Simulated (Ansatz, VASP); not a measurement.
B3F2 in VASP and in Ansatz

```
B F
1.0
     2.65270    0.00000    0.00000
    -1.32635    2.29731    0.00000
     0.00000    0.00000   17.81635
B F
6 4
Direct
  0.00000 0.00000 0.25000
  0.00000 0.00000 0.75000
  0.33333 0.66667 0.02596
  0.66667 0.33333 0.52596
  0.33333 0.66667 0.47404
  0.66667 0.33333 0.97404
  0.33333 0.66667 0.10141
  0.66667 0.33333 0.60141
  0.33333 0.66667 0.39859
  0.66667 0.33333 0.89859
```

Change from the starting cell: species swapped into the Sn3Pt2 type (P6_3/mmc, No. 194).

Alike in both runs: task single point; functional PBE; k mesh 6 × 6 × 1; occupations gaussian, width 0.1 eV; collinear spin.

```csv
,VASP,Ansatz
version,VASP 6.6.1,Ansatz 0.2.0
potentials or method,"VASP PAW PBE potentials, release 64 (B, F), cutoff 520 eV","scalar-relativistic, plane waves, PAW"
valence electrons in the cell,46,46
```

|  | VASP | Ansatz | Ansatz less VASP |
| --- | --- | --- | --- |
| gap on the k mesh at the Fermi level (eV) | none | none | - |
| pressure (GPa) | -0.3 | -0.8 | -0.41 |
| traceless stress, the component that is largest in VASP (GPa) | 3.03 | 1.74 | -1.292 |
| rms of the force components (eV/Å) | 0.058 | 0.088 | +0.0300 |
| net moment per atom (μB) | 0.17 | 0.17 | 0.000 |
| size of the moment on the site where the two differ most (μB) | 0.28 | 0.42 | +0.134 |

Site moments also hang on the region over which each program counts them. Atom by atom the forces differ by 0.147 eV/Å (rms over components). A gap of «none» marks a metal or a gap that the smearing closes. The functional is the same, so the differences come from potentials, cutoffs and numerics.

The k mesh is coarse, so the values compare programs but aren't converged.
